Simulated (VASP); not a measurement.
# Cd3TePb4 (Im-3m) in VASP: relaxation of cell and atoms with PBE

Aim: the relaxation of cell and atoms of Cd3TePb4 with PBE.

Everything below comes from runs of VASP 6.6.1. Logs are shortened: lines on timing, memory, paths and dates and some standing lists are left out, and cuts for length are marked.

### 1 The cell of the first run

It takes space group Im-3m (No. 229, cubic). The conventional cell has a = 7.778 Å, b = 7.778 Å, c = 7.778 Å, α = 90.00°, β = 90.00°, γ = 90.00°. Within 4.4 Å of Cd (site symmetry 4/mmm) lie 8 Pb at 3.37 Å and 4 Cd at 3.89 Å and 2 Te at 3.89 Å. Within 4.4 Å of Te (site symmetry m-3m) lie 8 Pb at 3.37 Å and 6 Cd at 3.89 Å. Pb (site symmetry -3m) has 6 Cd at 3.37 Å and 2 Te at 3.37 Å and 6 Pb at 3.89 Å within 4.4 Å.

### 2 Relaxation of cell and atoms, PBE

Contents of INCAR:

```
SYSTEM = Cd3TePb4
PREC = Accurate
ENCUT = 600
EDIFF = 1E-7
ISMEAR = 0
SIGMA = 0.1
LREAL = .False.
LASPH = .True.
NELM = 100
ALGO = Fast
ISIF = 3
LWAVE = .False.
LCHARG = .False.
GGA = PE
IBRION = 2
NSW = 80
EDIFFG = -0.001
```

Contents of KPOINTS:

```
Automatic mesh
0
Gamma
  6 6 6
  0 0 0
```

Contents of POSCAR:

```
Cd3TePb4
1.0
   -3.8890764704      3.8890764704      3.8890764704
    3.8890764704     -3.8890764704      3.8890764704
    3.8890764704      3.8890764704     -3.8890764704
Cd Te Pb
3 1 4
Direct
    0.0000000000      0.5000000000      0.5000000000
    0.5000000000      0.0000000000      0.5000000000
    0.5000000000      0.5000000000      0.0000000000
    0.0000000000      0.0000000000      0.0000000000
    0.5000000000      0.5000000000      0.5000000000
    0.0000000000      0.0000000000      0.5000000000
    0.0000000000      0.5000000000      0.0000000000
    0.5000000000      0.0000000000      0.0000000000
```

Potentials or basis: VASP PAW PBE potentials, release 64 (Cd, Te, Pb_d).

Started as:

```sh
> cat potpaw_PBE.64/Cd/POTCAR potpaw_PBE.64/Te/POTCAR potpaw_PBE.64/Pb_d/POTCAR > POTCAR
> mpirun -np 1 vasp_std > vasp.out
```

OUTCAR:

```text
SYSTEM = Cd3TePb4
   PREC = Accurate
   ENCUT = 600
   EDIFF = 1E-7
   ISMEAR = 0
   LREAL = .False.
   LASPH = .True.
   NELM = 100
   ISIF = 3
   GGA = PE
   IBRION = 2
   NSW = 80
   EDIFFG = -0.001

 ion  position               nearest neighbor table
   1  0.000  0.500  0.500-   5 3.37   6 3.37   7 3.37   8 3.37   7 3.37   6 3.37   5 3.37   8 3.37

   2  0.500  0.000  0.500-   5 3.37   6 3.37   7 3.37   8 3.37   8 3.37   5 3.37   6 3.37   7 3.37

   3  0.500  0.500  0.000-   5 3.37   6 3.37   7 3.37   8 3.37   5 3.37   8 3.37   7 3.37   6 3.37

   4  0.000  0.000  0.000-   5 3.37   6 3.37   7 3.37   8 3.37   6 3.37   7 3.37   8 3.37   5 3.37

   5  0.500  0.500  0.500-   1 3.37   2 3.37   3 3.37   4 3.37   3 3.37   2 3.37   1 3.37   4 3.37
                             7 3.89   8 3.89   8 3.89   7 3.89   6 3.89   6 3.89
   6  0.000  0.000  0.500-   1 3.37   2 3.37   3 3.37   4 3.37   4 3.37   1 3.37   2 3.37   3 3.37
                             7 3.89   7 3.89   8 3.89   8 3.89   5 3.89   5 3.89
   7  0.000  0.500  0.000-   1 3.37   2 3.37   3 3.37   4 3.37   1 3.37   4 3.37   3 3.37   2 3.37
                             6 3.89   6 3.89   8 3.89   5 3.89   8 3.89   5 3.89
   8  0.500  0.000  0.000-   1 3.37   2 3.37   3 3.37   4 3.37   2 3.37   3 3.37   4 3.37   1 3.37
                             6 3.89   5 3.89   7 3.89   6 3.89   7 3.89   5 3.89

  LATTYP: Found a body centered cubic cell.
 ALAT       =     7.7781529408

  Lattice vectors:

 A1 = (  -3.8890764704,   3.8890764704,   3.8890764704)
 A2 = (   3.8890764704,  -3.8890764704,   3.8890764704)
 A3 = (   3.8890764704,   3.8890764704,  -3.8890764704)

Analysis of symmetry for initial positions (statically):
=====================================================================
 Subroutine PRICEL returns:
 Original cell was already a primitive cell.

 Routine SETGRP: Setting up the symmetry group for a
 body centered cubic supercell.

 Subroutine GETGRP returns: Found 48 space group operations
 (whereof 48 operations were pure point group operations)
 out of a pool of 48 trial point group operations.

The static configuration has the point symmetry O_h .

Analysis of symmetry for dynamics (positions and initial velocities):
=====================================================================
 Subroutine PRICEL returns:
 Original cell was already a primitive cell.

 Routine SETGRP: Setting up the symmetry group for a
 body centered cubic supercell.

 Subroutine GETGRP returns: Found 48 space group operations
 (whereof 48 operations were pure point group operations)
 out of a pool of 48 trial point group operations.

The dynamic configuration has the point symmetry O_h .

 Subroutine INISYM returns: Found 48 space group operations
 (whereof 48 operations are pure point group operations),
 and found     1 'primitive' translations

----------------------------------------------------------------------------------------

                                     Primitive cell

  volume of cell :     235.2878

  direct lattice vectors                    reciprocal lattice vectors
    -3.889076470  3.889076470  3.889076470     0.000000000  0.128565227  0.128565227
     3.889076470 -3.889076470  3.889076470     0.128565227  0.000000000  0.128565227
     3.889076470  3.889076470 -3.889076470     0.128565227  0.128565227  0.000000000

  length of vectors
     6.736078041  6.736078041  6.736078041     0.181818688  0.181818688  0.181818688

  position of ions in fractional coordinates (direct lattice)
     0.000000000  0.500000000  0.500000000
     0.500000000  0.000000000  0.500000000
     0.500000000  0.500000000  0.000000000
     0.000000000  0.000000000  0.000000000
     0.500000000  0.500000000  0.500000000
     0.000000000  0.000000000  0.500000000
     0.000000000  0.500000000  0.000000000
     0.500000000  0.000000000  0.000000000

  ion indices of the primitive-cell ions
   primitive index   ion index
                 1           1
                 2           2
                 3           3
                 4           4
                 5           5
                 6           6
                 7           7
                 8           8

----------------------------------------------------------------------------------------

 KPOINTS: Automatic mesh
[... 48 lines left out ...]
   NGXF,Y,Z  is equivalent  to a cutoff of  26.65, 26.65, 26.65 a.u.
 SYSTEM =  Cd3TePb4
   PREC   = accura    normal or accurate (medium, high low for compatibility)
   ISTART =      0    job   : 0-new  1-cont  2-samecut
   ICHARG =      2    charge: 1-file 2-atom 10-const
   ISPIN  =      1    spin polarized calculation?
   LNONCOLLINEAR =      F non collinear calculations
   LSORBIT =      F    spin-orbit coupling
   LASPH  =      T    aspherical Exc in radial PAW
   ENCUT  =  600.0 eV  44.10 Ry    6.64 a.u.  13.45 13.45 13.45*2*pi/ulx,y,z
   NELM   =    100;   NELMIN=  2; NELMDL= -5     # of ELM steps
   EDIFF  = 0.1E-06   stopping-criterion for ELM
   LREAL  =      F    real-space projection
   EDIFFG = -.1E-02   stopping-criterion for IOM
   NSW    =     80    number of steps for IOM
   IBRION =      2    ionic relax: 0-MD 1-quasi-New 2-CG
   NFREE  =      1    steps in history (QN), initial steepest desc. (CG)
   ISIF   =      3    stress and relaxation
   ISYM   =      2    0-nonsym 1-usesym 2-fastsym
   POTIM  = 0.5000    time-step for ionic-motion
   TEBEG  =    0.0;   TEEND  =   0.0 temperature during run
   PSTRESS=    0.0 pullay stress
   NELECT =      98.0000    total number of electrons
   NUPDOWN=      -1.0000    fix difference up-down
   EMIN   =  10.00;   EMAX   =-10.00  energy-range for DOS
   EFERMI =   0.00;   METHOD = LEGACY
   ISMEAR =     0;   SIGMA  =   0.10  broadening in eV -4-tet -1-fermi 0-gaus
   EFERMI_NEDOS =   21; number of points for ismear=-14 and -15
   IALGO  =     68    algorithm
   IMIX   =      4    mixing-type and parameters
     AMIX     =   0.40;   BMIX     =  1.00
     AMIX_MAG =   1.60;   BMIX_MAG =  1.00
  volume/ion in A,a.u.               =      29.41       198.48
  Fermi-wavevector in a.u.,A,eV,Ry     =   1.222598  2.310375 20.337255  1.494746
  Thomas-Fermi vector in A             =   2.357739
   LORBIT       =      0    0 simple, 1 ext, 2 COOP (PROOUT), +10 PAW based schemes
   GGA     = PE    functional components
   LHFCALC =     F    Hartree Fock is set to
   AEXX    =    0.0000 exact exchange contribution
   IVDW    =     0    specifies the selected vdW correction
   LEPSILON=     F    determine dielectric tensor
   LRPA    =     F    only Hartree local field effects (RPA)
 conjugate gradient relaxation of ions
 non-spin polarized calculation
 RMM-DIIS sequential band-by-band and
 Gauss-broadening in eV      SIGMA  =   0.10
  energy-cutoff  :      600.00
  volume of cell :      235.29
 maximum number of plane-waves:      7876
 NGX is ok and might be reduce to    54
   NGX = 27   NGY = 27   NGZ = 27

--------------------------------------- Ionic step        1  -------------------------------------------

 number of electron      97.9999989 magnetization

 Free energy of the ion-electron system (eV)
  ---------------------------------------------------
  ext. energy  EPLUGINS =         0.00000000
  ---------------------------------------------------
  free energy    TOTEN  =       -19.38391695 eV

  energy without entropy =      -19.36127739  energy(sigma->0) =      -19.37259717

------------------------ aborting loop because EDIFF is reached ----------------------------------------

  FORCE on cell =-STRESS in cart. coord.  units (eV):
  Direction    XX          YY          ZZ          XY          YZ          ZX
  --------------------------------------------------------------------------------------
  -------------------------------------------------------------------------------------
  Total        0.0206202      0.0206202      0.0206202     -0.0000000     -0.0000000      0.0000000
  in kB        0.1404121      0.1404121      0.1404121     -0.0000000     -0.0000000      0.0000000
  external PRESSURE =       0.1404121 kB  Pullay stress =       0.0000000 kB

 VOLUME and BASIS-vectors are now :
 -----------------------------------------------------------------------------
  energy-cutoff  :      600.00
  volume of cell :      235.29
      direct lattice vectors                 reciprocal lattice vectors
    -3.889076470  3.889076470  3.889076470     0.000000000  0.128565227  0.128565227
     3.889076470 -3.889076470  3.889076470     0.128565227  0.000000000  0.128565227
     3.889076470  3.889076470 -3.889076470     0.128565227  0.128565227  0.000000000

 POSITION                                       TOTAL-FORCE (eV/Angst)
 -----------------------------------------------------------------------------------
      3.88908      0.00000      0.00000        -0.000000     -0.000000      0.000000
      0.00000      3.88908      0.00000         0.000000      0.000000      0.000000
      0.00000      0.00000      3.88908        -0.000000     -0.000000     -0.000000
      0.00000      0.00000      0.00000         0.000000     -0.000000     -0.000000
      1.94454      1.94454      1.94454        -0.000000      0.000000     -0.000000
      1.94454      1.94454     -1.94454        -0.000000     -0.000000      0.000000
      1.94454     -1.94454      1.94454         0.000000      0.000000      0.000000
     -1.94454      1.94454      1.94454        -0.000000      0.000000      0.000000
 -----------------------------------------------------------------------------------
    total drift:                               -0.000000      0.000000     -0.000000

  FREE ENERGIE OF THE ION-ELECTRON SYSTEM (eV)
  ---------------------------------------------------
  free  energy   TOTEN  =       -19.3839169475 eV

  energy  without entropy=      -19.3612773856  energy(sigma->0) =      -19.37259717

--------------------------------------- Ionic step        2  -------------------------------------------

 number of electron      97.9999989 magnetization

 Free energy of the ion-electron system (eV)
  ---------------------------------------------------
  ext. energy  EPLUGINS =         0.00000000
  ---------------------------------------------------
  free energy    TOTEN  =       -19.38392095 eV

  energy without entropy =      -19.36126084  energy(sigma->0) =      -19.37259090

 E-fermi :   5.1188     XC(G=0):  -9.9726

 val. band max:        5.1070593071   @ k =   0.1667   0.1667   0.0000
 cond. band min:       5.1647734336   @ k =   0.3333   0.3333   0.0000
 fundamental gap:      0.0577141265
 Fermi energy:         5.1187816285

 k-point     1 :       0.0000    0.0000    0.0000
  band No.  band energies     occupation
      1     -11.9543      2.00000
      2     -11.9385      2.00000
      3     -11.9385      2.00000
      4     -11.8968      2.00000
      5     -11.8968      2.00000
      6     -11.8865      2.00000
[... 965 lines left out ...]
     57       8.4136      0.00000
     58       8.4136      0.00000

------------------------ aborting loop because EDIFF is reached ----------------------------------------

  FORCE on cell =-STRESS in cart. coord.  units (eV):
  Direction    XX          YY          ZZ          XY          YZ          ZX
  --------------------------------------------------------------------------------------
  -------------------------------------------------------------------------------------
  Total        0.0004405      0.0004405      0.0004405      0.0000000      0.0000000      0.0000000
  in kB        0.0029984      0.0029984      0.0029984      0.0000000      0.0000000      0.0000000
  external PRESSURE =       0.0029984 kB  Pullay stress =       0.0000000 kB

 VOLUME and BASIS-vectors are now :
 -----------------------------------------------------------------------------
  energy-cutoff  :      600.00
  volume of cell :      235.38
      direct lattice vectors                 reciprocal lattice vectors
    -3.889560065  3.889560065  3.889560065     0.000000000  0.128549243  0.128549243
     3.889560065 -3.889560065  3.889560065     0.128549243  0.000000000  0.128549243
     3.889560065  3.889560065 -3.889560065     0.128549243  0.128549243  0.000000000

 POSITION                                       TOTAL-FORCE (eV/Angst)
 -----------------------------------------------------------------------------------
      3.88956      0.00000      0.00000        -0.000000     -0.000000     -0.000000
      0.00000      3.88956      0.00000         0.000000     -0.000000      0.000000
      3.88956      3.88956      0.00000         0.000000     -0.000000     -0.000000
      3.88956      3.88956      3.88956         0.000000      0.000000     -0.000000
      1.94478      1.94478      1.94478        -0.000000     -0.000000     -0.000000
      1.94478      1.94478      5.83434        -0.000000      0.000000      0.000000
      1.94478     -1.94478      1.94478        -0.000000     -0.000000     -0.000000
     -1.94478      1.94478      1.94478         0.000000      0.000000      0.000000
 -----------------------------------------------------------------------------------
    total drift:                               -0.000000      0.000000     -0.000000

  FREE ENERGIE OF THE ION-ELECTRON SYSTEM (eV)
  ---------------------------------------------------
  free  energy   TOTEN  =       -19.3839209503 eV

  energy  without entropy=      -19.3612608397  energy(sigma->0) =      -19.37259090

 reached required accuracy - stopping structural energy minimisation
```

Wall time 5 min (1 thread of Intel Xeon 6975P-C (Granite Rapids), shared host); peak memory 0.56 GiB.

Results:

| Quantity | Value |
| --- | --- |
| Free energy | -19.3839 eV |
| Relaxed volume | 29.42 Å³/atom |
| Relaxed cell | a = 6.737 Å, b = 6.737 Å, c = 6.737 Å, α = 109.47°, β = 109.47°, γ = 109.47° |
| Space group after relaxing (to 0.1 Å) | Im-3m (No. 229) |
| Energy gained by relaxing | 0.0 meV/atom |
| Ionic steps | 2 |
| Pressure after relaxing | 0.0 GPa |
| Band gap on the k mesh | zero (bands 49 and 50 overlap by 0.28 eV) |

Final structure:
```yaml
crystal:
  lattice:
    - [-3.88956, 3.88956, 3.88956]
    - [3.88956, -3.88956, 3.88956]
    - [3.88956, 3.88956, -3.88956]
  atoms:
    - { symbol: Cd, position: [0.00000, 0.50000, 0.50000] }
    - { symbol: Cd, position: [0.50000, 0.00000, 0.50000] }
    - { symbol: Cd, position: [0.50000, 0.50000, 0.00000] }
    - { symbol: Te, position: [0.00000, 0.00000, 0.00000] }
    - { symbol: Pb, position: [0.50000, 0.50000, 0.50000] }
    - { symbol: Pb, position: [0.00000, 0.00000, 0.50000] }
    - { symbol: Pb, position: [0.00000, 0.50000, 0.00000] }
    - { symbol: Pb, position: [0.50000, 0.00000, 0.00000] }
```

Caveat: semilocal functionals underestimate gaps, so a narrow gap can read as zero; spin-orbit coupling is left out, which moves the levels of the heavy elements.
